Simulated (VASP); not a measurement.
# As: single point with r2SCAN

As:

```xyz
2
Lattice="1.7951 1.0364 5.0543 -1.7951 1.0364 5.0543 0.0000 -2.0728 5.0543" Properties=species:S:1:pos:R:3 pbc="T T T"
As    0.0000    0.0000   11.9534
As    0.0000    0.0000    3.2094
```

```json
{
  "Program": "VASP 6.6.1",
  "Task": "single point",
  "Functional": "r2SCAN",
  "Potentials or basis": "VASP PAW PBE potentials, release 64 (As)",
  "Cutoff": "520 eV",
  "k mesh": "10 × 10 × 10",
  "Occupations": "fermi-dirac, width 1 eV",
  "Spin": "no spin polarisation"
}
```

```
Pressure               : 2.9 GPa
Largest force          : 0.555 eV/Å
Band gap on the k mesh : 0.66 eV (least direct gap 1.22 eV)
```

Forces on the atoms (eV/Å):
```
As   0.000  0.000 -0.555
As   0.000  0.000  0.555
```

Stress tensor (GPa, compression positive):
```
3.70 0.00 0.00
0.00 3.70 0.00
0.00 0.00 1.41
```

Levels at points of the mesh, in eV from the valence-band top:
```csv
k point,band 3,band 4,band 5,band 6,band 7,band 8
"(0.00, 0.00, 0.00)",-2.37,-0.97,-0.97,1.94,2.97,2.97
"(0.50, 0.00, 0.00)",-4.22,-2.89,-2.00,1.02,1.74,3.75
"(0.50, 0.50, 0.00)",-4.57,-2.98,-2.91,1.76,3.79,4.33
"(0.50, 0.50, 0.50)",-0.95,-0.95,0.00,1.22,2.81,2.81
```

Run time: 4.7 min on 1 thread of Intel(R) Xeon(R) 6975P-C (Granite Rapids), with other jobs on the host, peak memory 0.3 GiB.

Caveat: the PAW data sets were made with another functional, which shifts forces and pressure a little. A k mesh can miss the band edges.
